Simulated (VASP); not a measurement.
A run of VASP 6.6.1 is set up as follows.

The input INCAR:

```
SYSTEM = Ba2Tl5V3O12
PREC = Accurate ; ENCUT = 520
EDIFF = 1E-6 ; ISMEAR = 0
SIGMA = 0.1 ; LREAL = Auto
LASPH = .True. ; NELM = 100
ALGO = Normal ; ISIF = 2
LWAVE = .False. ; LCHARG = .True.
GGA = PE ; LELF = .True.
LVHAR = .True. ; NBANDS = 115
```

Contents of KPOINTS:

```
regular mesh
0
Gamma
  2 2 2
  0 0 0
```

Contents of POSCAR:

```
Ba2Tl5V3O12
1.0
   -1.9539962339     -0.0094238097      5.7830667599
    6.4615762026     -6.6744488375     -0.0314735304
    6.4524397935      6.6656222495     -0.0560657947
Ba V Tl O
2 3 5 12
Direct
    0.0011347572      0.4805654464      0.5194860291
    0.0004223557      0.7937661719      0.2073517542
    0.2576514793      0.6570966928      0.9460711172
    0.7430113329      0.0542503953      0.3438491673
    0.5000522660      0.5740177310      0.4247349299
    0.6355746224      0.4962822764      0.8569339428
    0.3668790850      0.1454427309      0.5037296280
    0.4986537582      0.0145363053      0.9852210115
    0.2122599075      0.3075139682      0.1238863333
    0.7807733530      0.8726428914      0.6913197208
    0.4443301199      0.0043407024      0.2650745626
    0.6754442640      0.5951213101      0.6067247119
    0.8474852564      0.9138586059      0.4298066450
    0.2080117017      0.5258389889      0.7983672479
    0.3156034572      0.6886808543      0.4165210045
    0.8844427314      0.0907962675      0.2026995935
    0.6870272657      0.5842342132      0.3118811045
    0.1136611419      0.7971689884      0.9079500191
    0.1542168227      0.5716140616      0.0867136381
    0.7946713303      0.2024729201      0.4747177218
    0.5557399723      0.7366726611      0.9967753452
    0.3229530196      0.3930858167      0.4001847723
```

Potentials or basis: VASP PAW PBE potentials, release 64 (Ba_sv, V_sv, Tl_d, O).

The run is started by

```bash
$ cat potpaw_PBE.64/Ba_sv/POTCAR potpaw_PBE.64/V_sv/POTCAR potpaw_PBE.64/Tl_d/POTCAR potpaw_PBE.64/O/POTCAR > POTCAR
$ mpirun -np 1 vasp_std > vasp.out
```

(1) Estimate the pressure.

(2) What does it give for the largest force?

Answers

(1) 0.5 GPa.

(2) 0.166 eV/Å.

Caveat: the k points lie up to 0.54 Å⁻¹ apart.
